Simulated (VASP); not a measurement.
Crystal: Sr.

```xyz
1
Lattice="0.0000 3.0423 3.0423 3.0423 0.0000 3.0423 3.0423 3.0423 0.0000" Properties=species:S:1:pos:R:3 pbc="T T T"
Sr    0.0000    0.0000    0.0000
```

Base run:

| Item | Value |
| --- | --- |
| Program | VASP 6.6.1 |
| Functional | r2SCAN |
| Potentials or basis | VASP PAW PBE potentials, release 64 (Sr_sv) |
| Cutoff | 550 eV |
| k mesh | 9 × 9 × 9 |
| Occupations | methfessel-paxton, width 0.1 eV |
| Spin | no spin polarisation |

Its results: pressure 0.1 GPa.

Question: The run is repeated on the same cell with these changes: functional from r2SCAN to PBE; cutoff from 550 eV to 500 eV. What comes out?

Answer: Pressure -0.4 GPa.

Caveats: the PAW data sets were made with another functional, which shifts forces and pressure a little (at least some runs).
